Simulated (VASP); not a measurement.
# Ta (Im-3m) in VASP: further runs

Runs on Ta. Level: LDA. Tasks: single point.

Everything below comes from runs of VASP 6.6.1. Logs are shortened: lines on timing, memory, paths and dates and some standing lists are left out, and cuts for length are marked.

**1. The cell of the first run**

Symmetry: Im-3m, No. 229, cubic system. Conventional cell: a = 3.303 Å, b = 3.303 Å, c = 3.303 Å, α = 90.00°, β = 90.00°, γ = 90.00°. Ta (site symmetry m-3m) has 14 Ta at 2.86 to 3.30 Å within 3.8 Å.

**2. Single point, LDA**

Contents of INCAR:

```
SYSTEM = Ta
ALGO     = Normal         ! electronic algorithm
EDIFF    = 1E-6           ! SCF threshold, eV
ENCUT    = 500            ! plane-wave cutoff, eV
GGA      = CA             ! functional
GGA_COMPAT= .False.      
ISIF     = 2              ! what is computed and relaxed
ISMEAR   = -1             ! smearing method
LASPH    = .True.         ! aspherical terms in the spheres
LCHARG   = .True.         ! write CHGCAR
LELF     = .True.         ! ELF
LREAL    = .False.        ! projectors in reciprocal space
LVHAR    = .True.       
LWAVE    = .False.        ! write WAVECAR
NBANDS   = 12             ! bands
NELM     = 120            ! most SCF steps
PREC     = Accurate       ! precision mode
SIGMA    = 0.05           ! smearing width, eV
```

Contents of KPOINTS:

```
k-points
0
Gamma
  12 12 12
  0 0 0
```

Contents of POSCAR:

```
Ta
1.0
   -1.6512800000      1.6512800000      1.6512800000
    1.6512800000     -1.6512800000      1.6512800000
    1.6512800000      1.6512800000     -1.6512800000
Ta
1
Direct
    0.0000000000      0.0000000000      0.0000000000
```

Potentials or basis: VASP PAW LDA potentials, release 64 (Ta_pv).

Launch:

```sh
$ cat potpaw_LDA.64/Ta_pv/POTCAR > POTCAR
$ mpirun -np 1 vasp_std > vasp.out
```

OUTCAR:

```text
SYSTEM = Ta
   EDIFF = 1E-6
   ENCUT = 500
   GGA = CA
   ISIF = 2
   ISMEAR = -1
   LASPH = .True.
   LREAL = .False.
   NELM = 120
   PREC = Accurate

 ion  position               nearest neighbor table
   1  0.000  0.000  0.000-

  LATTYP: Found a body centered cubic cell.
 ALAT       =     3.3025600000

  Lattice vectors:

 A1 = (  -1.6512800000,   1.6512800000,   1.6512800000)
 A2 = (   1.6512800000,  -1.6512800000,   1.6512800000)
 A3 = (   1.6512800000,   1.6512800000,  -1.6512800000)

Analysis of symmetry for initial positions (statically):
=====================================================================
 Subroutine PRICEL returns:
 Original cell was already a primitive cell.

 Routine SETGRP: Setting up the symmetry group for a
 body centered cubic supercell.

 Subroutine GETGRP returns: Found 48 space group operations
 (whereof 48 operations were pure point group operations)
 out of a pool of 48 trial point group operations.

The static configuration has the point symmetry O_h .

Analysis of symmetry for dynamics (positions and initial velocities):
=====================================================================
 Subroutine PRICEL returns:
 Original cell was already a primitive cell.

 Routine SETGRP: Setting up the symmetry group for a
 body centered cubic supercell.

 Subroutine GETGRP returns: Found 48 space group operations
 (whereof 48 operations were pure point group operations)
 out of a pool of 48 trial point group operations.

The dynamic configuration has the point symmetry O_h .

 Subroutine INISYM returns: Found 48 space group operations
 (whereof 48 operations are pure point group operations),
 and found     1 'primitive' translations

----------------------------------------------------------------------------------------

                                     Primitive cell

  volume of cell :      18.0104

  direct lattice vectors                    reciprocal lattice vectors
    -1.651280000  1.651280000  1.651280000     0.000000000  0.302795407  0.302795407
     1.651280000 -1.651280000  1.651280000     0.302795407  0.000000000  0.302795407
     1.651280000  1.651280000 -1.651280000     0.302795407  0.302795407  0.000000000

  length of vectors
     2.860100858  2.860100858  2.860100858     0.428217371  0.428217371  0.428217371

  position of ions in fractional coordinates (direct lattice)
     0.000000000  0.000000000  0.000000000

  ion indices of the primitive-cell ions
   primitive index   ion index
                 1           1

----------------------------------------------------------------------------------------

 KPOINTS: k-points

Automatic generation of k-mesh.
 Grid dimensions read from file:
 generate k-points for:   12   12   12

 Generating k-lattice:

  Cartesian coordinates                     Fractional coordinates (reciprocal lattice)
     0.000000000  0.025232951  0.025232951     0.083333333  0.000000000  0.000000000
     0.025232951  0.000000000  0.025232951     0.000000000  0.083333333  0.000000000
     0.025232951  0.025232951  0.000000000     0.000000000  0.000000000  0.083333333

  Length of vectors
     0.035684781  0.035684781  0.035684781

  Shift w.r.t. Gamma in fractional coordinates (k-lattice)
     0.000000000  0.000000000  0.000000000

 Subroutine IBZKPT returns following result:
 ===========================================

 Found     72 irreducible k-points:

 Following reciprocal coordinates:
            Coordinates               Weight
  0.000000  0.000000  0.000000      1.000000
  0.083333  0.000000  0.000000     12.000000
  0.166667  0.000000  0.000000     12.000000
  0.250000  0.000000  0.000000     12.000000
  0.333333  0.000000  0.000000     12.000000
  0.416667  0.000000  0.000000     12.000000
[... 16 lines left out ...]
  0.333333  0.083333  0.083333     24.000000
  0.416667  0.083333  0.083333     12.000000
 [... further k-points ...]
   k-points           NKPTS =     72   k-points in BZ     NKDIM =     72   number of bands    NBANDS=     12
   number of dos      NEDOS =    301   number of ions     NIONS =      1
   total plane-waves  NPLWV =  13824
   dimension x,y,z NGX =    24 NGY =   24 NGZ =   24
   dimension x,y,z NGXF=    48 NGYF=   48 NGZF=   48
   ions per type =               1
   NGX,Y,Z   is equivalent  to a cutoff of  13.95, 13.95, 13.95 a.u.
   NGXF,Y,Z  is equivalent  to a cutoff of  27.90, 27.90, 27.90 a.u.
 SYSTEM =  Ta
   PREC   = accura    normal or accurate (medium, high low for compatibility)
   ISTART =      0    job   : 0-new  1-cont  2-samecut
   ICHARG =      2    charge: 1-file 2-atom 10-const
   ISPIN  =      1    spin polarized calculation?
   LNONCOLLINEAR =      F non collinear calculations
   LSORBIT =      F    spin-orbit coupling
   LASPH  =      T    aspherical Exc in radial PAW
   ENCUT  =  500.0 eV  36.75 Ry    6.06 a.u.   5.21  5.21  5.21*2*pi/ulx,y,z
   NELM   =    120;   NELMIN=  2; NELMDL= -5     # of ELM steps
   EDIFF  = 0.1E-05   stopping-criterion for ELM
   LREAL  =      F    real-space projection
   EDIFFG = 0.1E-04   stopping-criterion for IOM
   NSW    =      0    number of steps for IOM
   IBRION =     -1    ionic relax: 0-MD 1-quasi-New 2-CG
   NFREE  =      0    steps in history (QN), initial steepest desc. (CG)
   ISIF   =      2    stress and relaxation
   ISYM   =      2    0-nonsym 1-usesym 2-fastsym
   POTIM  = 0.5000    time-step for ionic-motion
   TEBEG  =    0.0;   TEEND  =   0.0 temperature during run
   PSTRESS=    0.0 pullay stress
   NELECT =      11.0000    total number of electrons
   NUPDOWN=      -1.0000    fix difference up-down
   EMIN   =  10.00;   EMAX   =-10.00  energy-range for DOS
   EFERMI =   0.00;   METHOD = LEGACY
   ISMEAR =    -1;   SIGMA  =   0.05  broadening in eV -4-tet -1-fermi 0-gaus
   EFERMI_NEDOS =   21; number of points for ismear=-14 and -15
   IALGO  =     38    algorithm
   IMIX   =      4    mixing-type and parameters
     AMIX     =   0.40;   BMIX     =  1.00
     AMIX_MAG =   1.60;   BMIX_MAG =  1.00
  volume/ion in A,a.u.               =      18.01       121.54
  Fermi-wavevector in a.u.,A,eV,Ry     =   1.388988  2.624806 26.249534  1.929286
  Thomas-Fermi vector in A             =   2.513061
   LORBIT       =      0    0 simple, 1 ext, 2 COOP (PROOUT), +10 PAW based schemes
   GGA     = CA    functional components
   LHFCALC =     F    Hartree Fock is set to
   AEXX    =    0.0000 exact exchange contribution
   IVDW    =     0    specifies the selected vdW correction
   LEPSILON=     F    determine dielectric tensor
   LRPA    =     F    only Hartree local field effects (RPA)
 non-spin polarized calculation
  energy-cutoff  :      500.00
  volume of cell :       18.01
 maximum number of plane-waves:       470
 NGX is ok and might be reduce to    24
   NGX = 11   NGY = 11   NGZ = 11

 number of electron      11.0000002 magnetization

 Free energy of the ion-electron system (eV)
  ---------------------------------------------------
  ext. energy  EPLUGINS =         0.00000000
  ---------------------------------------------------
  free energy    TOTEN  =       -12.81216654 eV

  energy without entropy =      -12.80057920  energy(sigma->0) =      -12.80637287

 E-fermi :   5.4035     XC(G=0): -12.7935

 val. band max:        5.3931857730   @ k =   0.1667   0.0000   0.0000
 cond. band min:       5.4091615479   @ k =   0.3333   0.1667   0.0000
 fundamental gap:      0.0159757749
 Fermi energy:         5.4034615049

 k-point     1 :       0.0000    0.0000    0.0000
  band No.  band energies     occupation
      1     -27.4824      2.00000
      2     -27.4824      2.00000
      3     -27.4824      2.00000
      4      -2.4437      2.00000
      5       6.0803      0.00000
      6       6.0803      0.00000
      7       6.0803      0.00000
      8       9.3348      0.00000
      9       9.3348      0.00000
     10      19.1109      0.00000
     11      20.4744      0.00000
     12      20.4744      0.00000

 k-point     2 :       0.0833    0.0000    0.0000
  band No.  band energies     occupation
      1     -27.5697      2.00000
      2     -27.5093      2.00000
      3     -27.4829      2.00000
      4      -2.1337      2.00000
      5       5.8841      0.00013
      6       6.0191      0.00001
      7       6.3849      0.00000
      8       9.0371      0.00000
      9       9.3375      0.00000
     10      19.1109      0.00000
     11      20.7431      0.00000
     12      21.0140      0.00000

 k-point     3 :       0.1667    0.0000    0.0000
  band No.  band energies     occupation
      1     -27.8025      2.00000
      2     -27.5820      2.00000
      3     -27.4843      2.00000
      4      -1.2805      2.00000
      5       5.3932      1.10240
      6       5.7245      0.00325
      7       7.2774      0.00000
      8       8.6643      0.00000
      9       9.3793      0.00000
     10      19.1103      0.00000
     11      21.1900      0.00000
     12      22.5250      0.00000

 k-point     4 :       0.2500    0.0000    0.0000
  band No.  band energies     occupation
      1     -28.1077      2.00000
      2     -27.6798      2.00000
      3     -27.4861      2.00000
      4      -0.1497      2.00000
      5       4.8053      1.99999
      6       5.3061      1.75037
      7       8.6887      0.00000
      8       8.7562      0.00000
      9       9.5228      0.00000
     10      19.1082      0.00000
     11      20.6492      0.00000
     12      22.2073      0.00000

 k-point     5 :       0.3333    0.0000    0.0000
  band No.  band energies     occupation
      1     -28.3998      2.00000
      2     -27.7758      2.00000
      3     -27.4881      2.00000
      4       0.7325      2.00000
      5       4.2875      2.00000
      6       5.4477      0.58422
      7       9.1081      0.00000
      8       9.7868      0.00000
      9      10.4714      0.00000
     10      19.0927      0.00000
     11      19.1790      0.00000
     12      19.9385      0.00000
[... 228 lines left out ...]
      1     -28.1944      2.00000
      2     -27.6539      2.00000
      3     -27.5532      2.00000
      4       0.3738      2.00000
      5       4.5742      2.00000
      6       4.7082      2.00000
      7       9.0334      0.00000
      8       9.5090      0.00000
      9       9.8234      0.00000
     10      19.1074      0.00000
     11      21.3647      0.00000
     12      22.0444      0.00000

 k-point    22 :       0.2500    0.0833    0.0833
  band No.  band energies     occupation
      1     -28.4071      2.00000
      2     -27.7843      2.00000
      3     -27.5617      2.00000
      4       1.3417      2.00000
      5       4.1286      2.00000
      6       4.7841      1.99999
      7       9.2653      0.00000
      8       9.8686      0.00000
      9      11.6683      0.00000
     10      19.0573      0.00000
     11      19.4383      0.00000
     12      19.7945      0.00000

 k-point    23 :       0.3333    0.0833    0.0833
  band No.  band energies     occupation
      1     -28.5507      2.00000
      2     -27.8868      2.00000
      3     -27.5680      2.00000
      4       1.6488      2.00000
      5       3.8504      2.00000
      6       5.7258      0.00317
      7       9.4685      0.00000
      8      10.1536      0.00000
      9      13.3805      0.00000
     10      16.9316      0.00000
     11      18.5740      0.00000
     12      19.1217      0.00000

 k-point    24 :       0.4167    0.0833    0.0833
  band No.  band energies     occupation
      1     -28.6013      2.00000
      2     -27.9254      2.00000
      3     -27.5703      2.00000
      4       1.6581      2.00000
      5       3.7561      2.00000
      6       6.4136      0.00000
      7       9.4680      0.00000
      8      10.2719      0.00000
      9      14.1744      0.00000
     10      15.9078      0.00000
     11      18.1190      0.00000
     12      19.1191      0.00000

 [... further k-points ...]

------------------------ aborting loop because EDIFF is reached ----------------------------------------

  FORCE on cell =-STRESS in cart. coord.  units (eV):
  Direction    XX          YY          ZZ          XY          YZ          ZX
  --------------------------------------------------------------------------------------
  -------------------------------------------------------------------------------------
  Total       -1.0429953     -1.0429953     -1.0429953     -0.0000000      0.0000000     -0.0000000
  in kB      -92.7835082    -92.7835082    -92.7835082     -0.0000000      0.0000000     -0.0000000
  external PRESSURE =     -92.7835082 kB  Pullay stress =       0.0000000 kB

 VOLUME and BASIS-vectors are now :
 -----------------------------------------------------------------------------
  energy-cutoff  :      500.00
  volume of cell :       18.01
      direct lattice vectors                 reciprocal lattice vectors
    -1.651280000  1.651280000  1.651280000     0.000000000  0.302795407  0.302795407
     1.651280000 -1.651280000  1.651280000     0.302795407  0.000000000  0.302795407
     1.651280000  1.651280000 -1.651280000     0.302795407  0.302795407  0.000000000

 POSITION                                       TOTAL-FORCE (eV/Angst)
 -----------------------------------------------------------------------------------
      0.00000      0.00000      0.00000        -0.000000     -0.000000      0.000000
 -----------------------------------------------------------------------------------
    total drift:                                0.000000      0.000000     -0.000000

  FREE ENERGIE OF THE ION-ELECTRON SYSTEM (eV)
  ---------------------------------------------------
  free  energy   TOTEN  =       -12.8121665359 eV

  energy  without entropy=      -12.8005791996  energy(sigma->0) =      -12.80637287
```

Wall time 8.8 s (1 thread of Intel Xeon Platinum 8375C at 2.90GHz (Ice Lake), shared host); peak memory 0.14 GiB.

Results:

- Free energy: -12.8122 eV
- Pressure: -9.3 GPa

Levels at points of the mesh, in eV from the Fermi level:
| k point | band 3 | band 4 | band 5 | band 6 | band 7 | band 8 |
| --- | --- | --- | --- | --- | --- | --- |
| (0.00, 0.00, 0.00) | -32.89 | -7.85 | 0.68 | 0.68 | 0.68 | 3.93 |
| (0.50, 0.00, 0.00) | -32.89 | -4.37 | -1.58 | 1.73 | 3.81 | 4.83 |
| (0.50, 0.50, 0.50) | -33.72 | -3.82 | -3.82 | 6.79 | 6.79 | 6.79 |

Caveat: spin-orbit coupling is left out, which moves the levels of the heavy elements.

**3. Single point, LDA**

Contents of INCAR:

```
  PREC = Accurate
  ENCUT = 500
  EDIFF = 1E-6
  ISMEAR = -1
  SIGMA = 0.05
  LREAL = False
  LASPH = True
  NELM = 120
  ALGO = Normal
  ISIF = 2
  LWAVE = False
  LCHARG = False
  NBANDS = 12
  GGA_COMPAT = False
```

Contents of KPOINTS:

```
regular mesh
0
Gamma
  12 12 12
```

POSCAR is that of step 2.

Potentials or basis: VASP PAW LDA potentials, release 64 (Ta_pv).

Launch:

```sh
$ cat potpaw_LDA.64/Ta_pv/POTCAR > POTCAR
$ mpirun -np 1 vasp_std > vasp.out
```

Wall time 6.8 s (1 thread of Intel Xeon Platinum 8375C at 2.90GHz (Ice Lake), shared host); peak memory 0.13 GiB.

It converged, with:

| Quantity | Value |
| --- | --- |
| Free energy | -12.8122 eV |
| Pressure | -9.3 GPa |

Levels at points of the mesh, in eV from the Fermi level:
| k point | band 1 | band 2 | band 3 | band 4 | band 5 | band 6 | band 7 | band 8 | band 9 | band 10 |
| --- | --- | --- | --- | --- | --- | --- | --- | --- | --- | --- |
| (0.00, 0.00, 0.00) | -32.89 | -32.89 | -32.89 | -7.85 | 0.68 | 0.68 | 0.68 | 3.93 | 3.93 | 13.71 |
| (0.50, 0.00, 0.00) | -34.08 | -33.27 | -32.89 | -4.37 | -1.58 | 1.73 | 3.81 | 4.83 | 7.76 | 11.69 |
| (0.50, 0.50, 0.50) | -33.72 | -33.72 | -33.72 | -3.82 | -3.82 | 6.79 | 6.79 | 6.79 | 8.75 | 8.75 |

Caveat: spin-orbit coupling is left out, which moves the levels of the heavy elements.
